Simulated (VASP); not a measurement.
# MnO2 (R-3m) in VASP: settings compared, part 2 of 3

VASP 6.6.1. Earlier steps stand in the parts before.

### 4 Single point, PBE, collinear spin, ferromagnetic start

This run uses another cell than the first one, of 10.37 Å³/atom.

File INCAR:

```
ALGO     = Normal         # electronic algorithm
EDIFF    = 1E-6           # SCF threshold, eV
ENCUT    = 520            # plane-wave cutoff, eV
GGA      = PE             # functional
ISIF     = 2              # what is computed and relaxed
ISMEAR   = -1             # smearing method
ISPIN    = 2              # spin polarisation
LASPH    = T              # aspherical terms in the spheres
LCHARG   = T              # write CHGCAR
LELF     = T              # ELF
LMAXMIX  = 4              # l up to which the mixer works
LORBIT   = 11             # projections on sites
LREAL    = F              # projectors in reciprocal space
LVHAR    = T            
LWAVE    = F              # write WAVECAR
MAGMOM   = 4 0 0          # initial moments
NBANDS   = 24             # bands
NELM     = 150            # most SCF steps
PREC     = Accurate       # precision mode
SIGMA    = 0.05           # smearing width, eV
```

File KPOINTS:

```
k-points
0
Gamma
  11 11 11
```

File POSCAR:

```
MnO2
1.0
    1.4091292993      0.8135611802      4.5219789117
   -1.4091292993      0.8135611802      4.5219789117
    0.0000000000     -1.6271223606      4.5219789117
Mn O
1 2
Direct
    0.0000000000      0.0000000000      0.0000000000
    0.7356355100      0.7356355100      0.7356355100
    0.2643644900      0.2643644900      0.2643644900
```

Potentials or basis: VASP PAW PBE potentials, release 64 (Mn_pv, O).

Command:

```bash
$ cat potpaw_PBE.64/Mn_pv/POTCAR potpaw_PBE.64/O/POTCAR > POTCAR
$ mpirun -np 1 vasp_std > vasp.out
```

OUTCAR:

```text
EDIFF = 1E-6
   ENCUT = 520
   GGA = PE
   ISIF = 2
   ISMEAR = -1
   ISPIN = 2
   LASPH = T
   LORBIT = 11
   LREAL = F
   NELM = 150
   PREC = Accurate

 ion  position               nearest neighbor table
   1  0.000  0.000  0.000-   2 1.88   2 1.88   3 1.88   3 1.88   2 1.88   3 1.88
   2  0.736  0.736  0.736-   1 1.88   1 1.88   1 1.88
   3  0.264  0.264  0.264-   1 1.88   1 1.88   1 1.88

  LATTYP: Found a trigonal (rhomboedric) cell.
 ALAT       =     4.8058111130
 COS(alpha) =     0.8280515398

  Lattice vectors:

 A1 = (   1.4091292993,   0.8135611802,   4.5219789117)
 A2 = (  -1.4091292993,   0.8135611802,   4.5219789117)
 A3 = (   0.0000000000,  -1.6271223606,   4.5219789117)

Analysis of symmetry for initial positions (statically):
=====================================================================
 Subroutine PRICEL returns:
 Original cell was already a primitive cell.

 Routine SETGRP: Setting up the symmetry group for a
 trigonal (rhombohedral) supercell.
[... 1490 lines left out ...]

 [... further k-points ...]

------------------------ aborting loop because EDIFF is reached ----------------------------------------

  FORCE on cell =-STRESS in cart. coord.  units (eV):
  Direction    XX          YY          ZZ          XY          YZ          ZX
  --------------------------------------------------------------------------------------
  -------------------------------------------------------------------------------------
  Total        3.3456703      3.3456703      2.2950289      0.0000000     -0.0000000      0.0000000
  in kB      172.3347563    172.3347563    118.2164471      0.0000000     -0.0000000      0.0000000
  external PRESSURE =     154.2953199 kB  Pullay stress =       0.0000000 kB

 VOLUME and BASIS-vectors are now :
 -----------------------------------------------------------------------------
  energy-cutoff  :      520.00
  volume of cell :       31.10
      direct lattice vectors                 reciprocal lattice vectors
     1.409129299  0.813561180  4.521978912     0.354829042  0.204860643  0.073714040
    -1.409129299  0.813561180  4.521978912    -0.354829042  0.204860643  0.073714040
     0.000000000 -1.627122361  4.521978912     0.000000000 -0.409721286  0.073714040

 POSITION                                       TOTAL-FORCE (eV/Angst)
 -----------------------------------------------------------------------------------
      0.00000      0.00000      0.00000         0.000000      0.000000      0.000000
      0.00000     -0.00000      9.97958         0.000000     -0.000000      0.944717
      0.00000     -0.00000      3.58635         0.000000      0.000000     -0.944717
 -----------------------------------------------------------------------------------
    total drift:                                0.000000     -0.000000      0.000000

  FREE ENERGIE OF THE ION-ELECTRON SYSTEM (eV)
  ---------------------------------------------------
  free  energy   TOTEN  =       -23.7184796709 eV

  energy  without entropy=      -23.7184591193  energy(sigma->0) =      -23.71846940

 total charge

# of ion       s       p       d       tot
------------------------------------------
    1        0.373   6.506   4.972  11.851
    2        1.583   3.443   0.000   5.026
    3        1.583   3.443   0.000   5.026
--------------------------------------------------
tot          3.540  13.392   4.972  21.903

 magnetization (x)

# of ion       s       p       d       tot
------------------------------------------
    1        0.031   0.041   2.726   2.798
    2        0.004   0.058   0.000   0.062
    3        0.004   0.058   0.000   0.062
--------------------------------------------------
tot          0.038   0.157   2.726   2.922
```

OSZICAR:

```text
N       E                     dE             d eps       ncg     rms          rms(c)
DAV:   1     0.244767207139E+03    0.24477E+03   -0.13657E+04 14096   0.119E+03
DAV:   2    -0.167666110045E+02   -0.26153E+03   -0.24559E+03 15440   0.364E+02
DAV:   3    -0.309221272195E+02   -0.14156E+02   -0.14084E+02 16192   0.908E+01
DAV:   4    -0.310494569835E+02   -0.12733E+00   -0.12732E+00 15536   0.907E+00
DAV:   5    -0.310509119159E+02   -0.14549E-02   -0.14549E-02 16832   0.928E-01    0.332E+01
DAV:   6    -0.289507112445E+02    0.21002E+01   -0.79319E+01 17424   0.753E+01    0.376E+01
DAV:   7    -0.248382627116E+02    0.41124E+01   -0.93877E+01 16344   0.762E+01    0.157E+01
DAV:   8    -0.238699398102E+02    0.96832E+00   -0.27810E+00 15320   0.159E+01    0.619E+00
DAV:   9    -0.237103886195E+02    0.15955E+00   -0.89561E-01 19648   0.901E+00    0.233E+00
DAV:  10    -0.237207363452E+02   -0.10348E-01   -0.89021E-02 15104   0.200E+00    0.123E+00
DAV:  11    -0.237182677543E+02    0.24686E-02   -0.80649E-03 15344   0.715E-01    0.400E-01
DAV:  12    -0.237185412363E+02   -0.27348E-03   -0.73686E-04 14696   0.256E-01    0.136E-01
DAV:  13    -0.237184640639E+02    0.77172E-04   -0.41630E-04 16648   0.224E-01    0.409E-02
DAV:  14    -0.237184770740E+02   -0.13010E-04   -0.95215E-05 15664   0.904E-02    0.251E-02
DAV:  15    -0.237184792195E+02   -0.21454E-05   -0.71759E-06 13896   0.263E-02    0.135E-02
DAV:  16    -0.237184796709E+02   -0.45140E-06   -0.26455E-06 10992   0.190E-02
   1 F= -.23718480E+02 E0= -.23718469E+02  d E =-.205516E-04  mag=     2.9999
```

Run time: 5.4 min. Hardware: 1 thread of AMD EPYC 9R45 (Zen 5), shared host; peak memory 0.31 GiB.

What came out:

```yaml
Free_energy: -23.7185 eV
Pressure: 15.4 GPa
Largest_force: 0.945 eV/Å
Band_gap_on_the_k_mesh: 0.69 eV (least direct gap 0.75 eV)
Net_moment: 3.00 μB per cell
Site_moments: Mn +2.80; O +0.06 μB
Valence_electrons_inside_the_program's_atomic_spheres: Mn 11.85; O 5.03
```

Forces on the atoms (eV/Å):
```
Mn   0.000  0.000  0.000
O    0.000  0.000  0.945
O    0.000  0.000 -0.945
```

Caveat: the stress differs along the axes, from 12 to 17 GPa; semilocal functionals underestimate gaps, and a narrow one can read as zero; a cell with one magnetic atom can't hold antiferromagnetic order, which such compounds often take.

### 5 Single point, PBE, collinear spin, ferromagnetic start

This run uses another cell than the first one, of 10.58 Å³/atom.

File INCAR:

```
SYSTEM = MnO2
PREC = Accurate ; ENCUT = 520
EDIFF = 1E-6 ; ISMEAR = -1
SIGMA = 0.05 ; LREAL = .False.
LASPH = .True. ; NELM = 150
ALGO = Normal ; ISIF = 2
LWAVE = .False. ; LCHARG = .True.
ISPIN = 2 ; MAGMOM = 4 0 0
LORBIT = 11 ; LMAXMIX = 4
GGA = PE ; LELF = .True.
LVHAR = .True. ; NBANDS = 24
```

File KPOINTS:

```
regular mesh
0
Gamma
  11 11 11
  0 0 0
```

File POSCAR:

```
MnO2
1.0
    1.4188477395      0.8191721243      4.5531659587
   -1.4188477395      0.8191721243      4.5531659587
    0.0000000000     -1.6383442487      4.5531659587
Mn O
1 2
Direct
    0.0000000000      0.0000000000      0.0000000000
    0.7356355100      0.7356355100      0.7356355100
    0.2643644900      0.2643644900      0.2643644900
```

Potentials or basis: VASP PAW PBE potentials, release 64 (Mn_pv, O).

Command:

```bash
$ cat potpaw_PBE.64/Mn_pv/POTCAR potpaw_PBE.64/O/POTCAR > POTCAR
$ mpirun -np 1 vasp_std > vasp.out
```

OUTCAR:

```text
SYSTEM = MnO2
   PREC = Accurate
   ENCUT = 520
   EDIFF = 1E-6
   ISMEAR = -1
   LREAL = .False.
   LASPH = .True.
   NELM = 150
   ISIF = 2
   ISPIN = 2
   LORBIT = 11
   GGA = PE

 ion  position               nearest neighbor table
   1  0.000  0.000  0.000-   2 1.89   2 1.89   3 1.89   3 1.89   2 1.89   3 1.89
   2  0.736  0.736  0.736-   1 1.89   1 1.89   1 1.89
   3  0.264  0.264  0.264-   1 1.89   1 1.89   1 1.89

  LATTYP: Found a trigonal (rhomboedric) cell.
 ALAT       =     4.8389556853
 COS(alpha) =     0.8280515398

  Lattice vectors:

 A1 = (   1.4188477395,   0.8191721243,   4.5531659587)
 A2 = (  -1.4188477395,   0.8191721243,   4.5531659587)
 A3 = (   0.0000000000,  -1.6383442487,   4.5531659587)

Analysis of symmetry for initial positions (statically):
=====================================================================
 Subroutine PRICEL returns:
 Original cell was already a primitive cell.

 Routine SETGRP: Setting up the symmetry group for a
 trigonal (rhombohedral) supercell.

 Subroutine GETGRP returns: Found 12 space group operations
 (whereof 12 operations were pure point group operations)
 out of a pool of 12 trial point group operations.

The static configuration has the point symmetry D_3d.

Analysis of symmetry for dynamics (positions and initial velocities):
=====================================================================
 Subroutine PRICEL returns:
 Original cell was already a primitive cell.

 Routine SETGRP: Setting up the symmetry group for a
 trigonal (rhombohedral) supercell.

 Subroutine GETGRP returns: Found 12 space group operations
 (whereof 12 operations were pure point group operations)
 out of a pool of 12 trial point group operations.

The dynamic configuration has the point symmetry D_3d.

Analysis of structural, dynamic, and magnetic symmetry:
=====================================================================
 Subroutine PRICEL returns:
 Original cell was already a primitive cell.

 Routine SETGRP: Setting up the symmetry group for a
 trigonal (rhombohedral) supercell.
[... 153 lines left out ...]

 E-fermi :   3.9226     XC(G=0): -10.9389

 val. band max:        3.5216517073   @ k =  -0.4545   0.4545   0.4545
 cond. band min:       4.2912688022   @ k =   0.0000   0.0000   0.0000
 fundamental gap:      0.7696170949
 Fermi energy:         3.9225902861

 spin component 1

 k-point     1 :       0.0000    0.0000    0.0000
  band No.  band energies     occupation
      1     -46.8243      1.00000
      2     -46.8243      1.00000
      3     -46.8179      1.00000
      4     -16.2910      1.00000
      5     -13.8733      1.00000
      6      -2.9717      1.00000
[... 637 lines left out ...]
     23      24.5993      0.00000
     24      27.5442      0.00000

 [... further k-points ...]

 spin component 2

 k-point     1 :       0.0000    0.0000    0.0000
  band No.  band energies     occupation
      1     -43.7855      1.00000
      2     -43.7855      1.00000
      3     -43.6179      1.00000
      4     -16.1203      1.00000
      5     -13.7410      1.00000
      6      -2.1021      1.00000
[... 637 lines left out ...]
     23      25.1514      0.00000
     24      27.9350      0.00000

 [... further k-points ...]

------------------------ aborting loop because EDIFF is reached ----------------------------------------

  FORCE on cell =-STRESS in cart. coord.  units (eV):
  Direction    XX          YY          ZZ          XY          YZ          ZX
  --------------------------------------------------------------------------------------
  -------------------------------------------------------------------------------------
  Total        2.2819201      2.2819201      1.6240999     -0.0000000     -0.0000000      0.0000000
  in kB      115.1424137    115.1424137     81.9497516     -0.0000000     -0.0000000      0.0000000
  external PRESSURE =     104.0781930 kB  Pullay stress =       0.0000000 kB

 VOLUME and BASIS-vectors are now :
 -----------------------------------------------------------------------------
  energy-cutoff  :      520.00
  volume of cell :       31.75
      direct lattice vectors                 reciprocal lattice vectors
     1.418847740  0.819172124  4.553165959     0.352398630  0.203457444  0.073209133
    -1.418847740  0.819172124  4.553165959    -0.352398630  0.203457444  0.073209133
     0.000000000 -1.638344249  4.553165959     0.000000000 -0.406914888  0.073209133

 POSITION                                       TOTAL-FORCE (eV/Angst)
 -----------------------------------------------------------------------------------
      0.00000      0.00000      0.00000         0.000000     -0.000000      0.000000
      0.00000     -0.00000     10.04841         0.000000     -0.000000      0.612896
      0.00000     -0.00000      3.61109         0.000000      0.000000     -0.612896
 -----------------------------------------------------------------------------------
    total drift:                                0.000000      0.000000      0.000000

  FREE ENERGIE OF THE ION-ELECTRON SYSTEM (eV)
  ---------------------------------------------------
  free  energy   TOTEN  =       -23.7719576337 eV

  energy  without entropy=      -23.7719465986  energy(sigma->0) =      -23.77195212

 total charge

# of ion       s       p       d       tot
------------------------------------------
    1        0.364   6.486   4.947  11.798
    2        1.583   3.430   0.000   5.013
    3        1.583   3.430   0.000   5.013
--------------------------------------------------
tot          3.530  13.347   4.947  21.824

 magnetization (x)

# of ion       s       p       d       tot
------------------------------------------
    1        0.031   0.040   2.745   2.816
    2        0.004   0.049   0.000   0.053
    3        0.004   0.049   0.000   0.053
--------------------------------------------------
tot          0.038   0.139   2.745   2.922
```

OSZICAR:

```text
N       E                     dE             d eps       ncg     rms          rms(c)
DAV:   1     0.247885953472E+03    0.24789E+03   -0.13673E+04 14072   0.118E+03
DAV:   2    -0.167521310787E+02   -0.26464E+03   -0.24821E+03 15632   0.366E+02
DAV:   3    -0.310522779058E+02   -0.14300E+02   -0.14229E+02 16184   0.912E+01
DAV:   4    -0.311792494070E+02   -0.12697E+00   -0.12696E+00 15736   0.905E+00
DAV:   5    -0.311807321542E+02   -0.14827E-02   -0.14827E-02 16656   0.934E-01    0.322E+01
DAV:   6    -0.294783909166E+02    0.17023E+01   -0.84276E+01 17384   0.751E+01    0.388E+01
DAV:   7    -0.248841317001E+02    0.45943E+01   -0.98197E+01 16320   0.764E+01    0.153E+01
DAV:   8    -0.239321114249E+02    0.95202E+00   -0.28335E+00 15256   0.157E+01    0.610E+00
DAV:   9    -0.237633879144E+02    0.16872E+00   -0.92051E-01 19576   0.901E+00    0.234E+00
DAV:  10    -0.237741077166E+02   -0.10720E-01   -0.91454E-02 15096   0.202E+00    0.123E+00
DAV:  11    -0.237717068197E+02    0.24009E-02   -0.83853E-03 15368   0.705E-01    0.412E-01
DAV:  12    -0.237720317143E+02   -0.32489E-03   -0.73381E-04 14600   0.256E-01    0.148E-01
DAV:  13    -0.237719396285E+02    0.92086E-04   -0.51755E-04 16552   0.248E-01    0.434E-02
DAV:  14    -0.237719544399E+02   -0.14811E-04   -0.11030E-04 15880   0.989E-02    0.269E-02
DAV:  15    -0.237719570937E+02   -0.26538E-05   -0.81925E-06 13912   0.273E-02    0.148E-02
DAV:  16    -0.237719576337E+02   -0.54006E-06   -0.31447E-06 11272   0.204E-02
   1 F= -.23771958E+02 E0= -.23771952E+02  d E =-.110352E-04  mag=     2.9999
```

It took 5.9 min on 1 thread of AMD EPYC 9R45 (Zen 5), shared host; peak memory 0.32 GiB.

Results:

* Free energy: -23.7720 eV
* Pressure: 10.4 GPa
* Largest force: 0.613 eV/Å
* Band gap on the k mesh: 0.77 eV (least direct gap 0.83 eV)
* Net moment: 3.00 μB per cell
* Site moments: Mn +2.82; O +0.05 μB
* Valence electrons inside the program's atomic spheres: Mn 11.80; O 5.01

Forces in eV/Å, atoms in the order of the input:
```
Mn   0.000  0.000  0.000
O    0.000  0.000  0.613
O    0.000  0.000 -0.613
```

Caveat: the cell stands under pressure; semilocal functionals underestimate gaps, and a narrow one can read as zero; a cell with one magnetic atom can't hold antiferromagnetic order, which such compounds often take. A k mesh can miss the band edges.

[end of part 2 of 3]
